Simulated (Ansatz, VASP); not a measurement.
**One calculation of PbSe, two programs**

File POSCAR:

```
PbSe
1.0
    0.0000000000      3.4232041378      3.4232041378
    3.4232041378      0.0000000000      3.4232041378
    3.4232041378      3.4232041378      0.0000000000
Pb Se
1 1
Direct
    0.0000000000      0.0000000000      0.0000000000
    0.2500000000      0.2500000000      0.2500000000
```

The input INCAR.step1:

```
SYSTEM = PbSe
ALGO = Normal
EDIFF = 1E-5
ENCUT = 520
GGA = PE
ISIF = 2
ISMEAR = 0
LASPH = .TRUE.
LCHARG = .FALSE.
LREAL = .FALSE.
LWAVE = .TRUE.
NBANDS = 17
NELM = 60
PREC = Accurate
SIGMA = 0.01
```

Contents of INCAR.step2:

```
SYSTEM = PbSe
ALGO = Normal
EDIFF = 1E-7
ENCUT = 520
GGA = PE
HFSCREEN = 0.2079
ISIF = 2
ISMEAR = 0
ISTART = 1
LASPH = .TRUE.
LCHARG = .FALSE.
LHFCALC = .TRUE.
LREAL = .FALSE.
LWAVE = .FALSE.
NBANDS = 17
NELM = 60
PREC = Accurate
PRECFOCK = Normal
SIGMA = 0.01
```

KPOINTS

```
k-points
0
G
  4 4 4
  0 0 0
```

Input for Ansatz:

```yaml
crystal:
  lattice:
    - [0.0, 3.4232041378, 3.4232041378]
    - [3.4232041378, 0.0, 3.4232041378]
    - [3.4232041378, 3.4232041378, 0.0]
  atoms:
    - { symbol: Pb, position: [0.0, 0.0, 0.0] }
    - { symbol: Se, position: [0.25, 0.25, 0.25] }
kpoints:
  mp_grid: { grid: [4, 4, 4] }
  band_path:
    path:
      - [0.0, 0.0, 0.0]
      - [-0.5, -0.5, 0.0]
      - [-0.375, -0.375, 0.25]
      - [-0.375, 0.0, 0.375]
      - [0.0, 0.0, 0.5]
      - [-0.5, -0.25, 0.25]
      - [0.25, -0.5, -0.25]
      - [0.0, 0.5, 0.5]
    npoints: 1
hamiltonian:
  xc: hse06
scf:
  occupations: { method: fixed }
  n_extra_bands: 4
output:
  forces: true
  stress: true
  eigenvalues: true
  write_density: true
  write_potential: true
  elf: true
  volumetric_format: npy
```

Alike in both runs: task single point; functional HSE06; k mesh 4 × 4 × 4; no spin polarisation.

|  | VASP | Ansatz |
| --- | --- | --- |
| version | VASP 6.6.1 | Ansatz 0.2.0 |
| potentials or method | VASP PAW PBE potentials, release 64 (Pb_d, Se) | plane waves, PAW |
| plane-wave cutoff (eV) | 520 | 420 |
| occupations | gaussian, width 0.01 eV | fixed |
| valence electrons in the cell | 20 | 30 |

|  | VASP | Ansatz | Ansatz less VASP |
| --- | --- | --- | --- |
| gap on the k mesh at the Fermi level (eV) | 1.07 | 1.06 | -0.010 |
| pressure (GPa) | 0.0 | 0.1 | +0.06 |

VASP's potentials hold 20 valence electrons a cell and Ansatz's 30, so a difference there can come from the potentials and not from the codes. Ansatz's warnings: stress exchange threshold loose, stress scf threshold loose.

Spin-orbit coupling is off throughout.
